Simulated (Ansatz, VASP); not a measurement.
## C: VASP beside Ansatz

```
C
1.0
     1.23248    0.71157    3.36094
    -1.23248    0.71157    3.36094
     0.00000   -1.42315    3.36094
C
2
Direct
  0.16895 0.16895 0.16895
  0.83105 0.83105 0.83105
```

Change from the starting cell: mode 4 frozen in at +0.024 Å and mode 6 at +0.000 Å (largest displacements).

Alike in both runs: task single point; functional PBE; dispersion D3(BJ); k mesh 15 × 15 × 15; occupations gaussian, width 0.05 eV; no spin polarisation.

```csv
,VASP,Ansatz
version,VASP 6.6.1,Ansatz 0.2.0
potentials or method,"VASP PAW PBE potentials, release 64 (C), cutoff 520 eV","scalar-relativistic, plane waves, PAW"
valence electrons in the cell,8,8
```

Ansatz gave:

| Item | Value |
| --- | --- |
| gap on the k mesh at the Fermi level (eV) | 0.58 |
| least direct gap on the mesh (eV) | 0.58 |
| pressure (GPa) | -0.1 |
| traceless stress, the component that is largest in VASP (GPa) | -0.15 |
| rms of the force components (eV/Å) | 0.453 |

Question: Estimate VASP's values.

Answer: gap on the k mesh at the Fermi level (eV): 0.58; least direct gap on the mesh (eV): 0.58; pressure (GPa): 0.4; traceless stress, the component that is largest in VASP (GPa): -0.68; rms of the force components (eV/Å): 0.451.

Atom by atom the forces differ by 0.002 eV/Å (rms over components).
